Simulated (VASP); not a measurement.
Fe2O5 (cubic X2O5 type): single point with PBE

Fe2O5 (cubic X2O5 type):

```
CELL_PARAMETERS angstrom
4.90937 0.00000 0.00000
0.00000 4.90937 0.00000
0.00000 0.00000 4.90937
ATOMIC_POSITIONS crystal
Fe 0.00000 0.00000 0.00000
Fe 0.50000 0.50000 0.00000
Fe 0.50000 0.00000 0.50000
Fe 0.00000 0.50000 0.50000
O 0.50000 0.00000 0.00000
O 0.00000 0.50000 0.00000
O 0.00000 0.00000 0.50000
O 0.50000 0.50000 0.50000
O 0.75000 0.75000 0.25000
O 0.75000 0.25000 0.75000
O 0.25000 0.75000 0.75000
O 0.75000 0.25000 0.25000
O 0.25000 0.75000 0.25000
O 0.25000 0.25000 0.75000
```

* Program: VASP 6.6.1
* Task: single point
* Functional: PBE
* Potentials or basis: VASP PAW PBE potentials, release 64 (Fe, O)
* Cutoff: 520 eV
* k mesh: 11 × 11 × 11
* Occupations: fermi-dirac, width 0.0612256 eV
* Spin: no spin polarisation
* Dipole correction: no
* Further INCAR settings: ALGO = Normal; EDIFF = 1e-06; NBANDS = 59

| Quantity | Value |
| --- | --- |
| Pressure | -3.9 GPa |
| Band gap on the k mesh | zero (band 46 reaches 5.02 eV, above the bottom of band 47 at 4.33 eV) |

Levels at points of the mesh, in eV from the Fermi level:
```csv
k point,band 43,band 44,band 45,band 46,band 47,band 48,band 49,band 50,band 51,band 52
"(0.00, 0.00, 0.00)",-0.58,-0.24,-0.24,-0.16,-0.16,-0.16,0.14,0.14,0.14,0.40
```

It took 5 min on 1 thread of Intel(R) Xeon(R) 6975P-C (Granite Rapids), on a shared host, peak memory 0.4 GiB.

Caveat: the run has no spin polarisation, though such a crystal can be magnetic; semilocal functionals often make such compounds metallic where correlation or magnetic order opens a gap, which also shifts bond lengths. With open d or f shells a metallic result of PBE can be an artefact of self-interaction; +U or a hybrid may open a gap.
